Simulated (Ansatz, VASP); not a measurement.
**Ta2GaN3: VASP beside Ansatz**

```
Ta Ga N
1.0
     5.49985    0.00000    0.00000
    -2.74993    4.76301    0.00000
     0.00000    0.00000    2.83656
Ta Ga N
2 1 3
Cartesian
  0.0000 3.1753 0.0000
  2.7499 1.5877 0.0000
  0.0000 0.0000 0.0000
  2.7499 0.0000 1.4183
  1.3750 2.3815 1.4183
  -1.3750 2.3815 1.4183
```

Change from the starting cell: species swapped into the YbB2Ru3 type (P6/mmm, No. 191).

Alike in both runs: functional PBE; k mesh 12 × 12 × 14; occupations gaussian, width 0.1 eV; no spin polarisation.

Ansatz relaxed the structure, and its values are those at the end. VASP's run is a single point on that final structure, the one shown.

|  | VASP | Ansatz |
| --- | --- | --- |
| version | VASP 6.6.1 | Ansatz 0.2.0 |
| potentials or method | VASP PAW PBE potentials, release 64 (Ta_pv, Ga_d, N), cutoff 520 eV | scalar-relativistic, plane waves, PAW |
| valence electrons in the cell | 50 | 54 |

|  | VASP | Ansatz | Ansatz less VASP |
| --- | --- | --- | --- |
| gap on the k mesh at the Fermi level (eV) | none | none | - |
| pressure (GPa) | 0.6 | 0.0 | -0.57 |

A gap of «none» marks a metal or a gap that the smearing closes. With one functional, cell and mesh, what is left measures potentials, basis and numerics. VASP's potentials hold 50 valence electrons a cell and Ansatz's 54, so a difference there can come from the potentials and not from the codes.

Neither program's run includes spin-orbit coupling.
